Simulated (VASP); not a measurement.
A run of VASP 6.6.1 is set up as follows.

The input INCAR:

```
ALGO     = Normal         # electronic algorithm
EDIFF    = 1E-7           # SCF threshold, eV
ENCUT    = 520            # plane-wave cutoff, eV
GGA      = PE             # functional
ISIF     = 2              # what is computed and relaxed
ISMEAR   = -1             # smearing method
LASPH    = True           # aspherical terms in the spheres
LCHARG   = False          # write CHGCAR
LREAL    = False          # projectors in reciprocal space
LWAVE    = False          # write WAVECAR
NBANDS   = 28             # bands
NELM     = 100            # most SCF steps
PREC     = Accurate       # precision mode
SIGMA    = 0.02           # smearing width, eV
```

The input KPOINTS:

```
k-points
0
Gamma
  8 8 8
```

POSCAR

```
BaTiO3
1.0
    3.9791132838      0.0000000000      0.0000000000
    0.0000000000      3.9791132838      0.0000000000
    0.0000000000      0.0000000000      3.9791132838
Ba Ti O
1 1 3
Direct
    0.5000000000      0.5000000000      0.5000000000
    0.0000000000      0.0000000000      0.0000000000
    0.5000000000      0.0000000000      0.0000000000
    0.0000000000      0.5000000000      0.0000000000
    0.0000000000      0.0000000000      0.5000000000
```

Potentials or basis: VASP PAW PBE potentials, release 64 (Ba_sv, Ti_sv, O).

Command:

```console
$ cat potpaw_PBE.64/Ba_sv/POTCAR potpaw_PBE.64/Ti_sv/POTCAR potpaw_PBE.64/O/POTCAR > POTCAR
$ mpirun -np 1 vasp_std > vasp.out
```

Problem. What does it give for the band gap on the k mesh?

Solution. 1.78 eV, indirect (least direct gap 1.91 eV).

Problem. Predict the pressure.

Solution. 7.2 GPa.

Caveat: spin-orbit coupling is left out, which moves the levels of the heavy elements. A k mesh can miss the band edges.
